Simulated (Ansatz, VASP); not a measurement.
# Two plane-wave programs on Pd

```
Pd
1.0
    -1.56938    1.56938    1.56938
     1.56938   -1.56938    1.56938
     1.56938    1.56938   -1.56938
Pd
1
Direct
  0.00000 0.00000 0.00000
```

Alike in both runs: functional PBE; k mesh 14 × 14 × 14; occupations fermi-dirac, width 0.05 eV; collinear spin.

Ansatz relaxed the structure, and its values are those at the end. VASP's run is a single point on that final structure, the one shown.

```csv
,VASP,Ansatz
version,VASP 6.6.1,Ansatz 0.2.0
potentials or method,"VASP PAW PBE potentials, release 64 (Pd), cutoff 520 eV","plane waves (420 eV) with PAW, scalar-relativistic"
valence electrons in the cell,10,18
```

VASP gave:

- pressure (GPa): -0.3
- net moment per atom (μB): 0.00

**Question.** Which values does Ansatz return?

**Answer.** Pressure (GPa): 0.0; net moment per atom (μB): 0.00.

VASP's potentials hold 10 valence electrons a cell and Ansatz's 18, so a difference there can come from the potentials and not from the codes. Ansatz's warnings: seeded moment not kept.
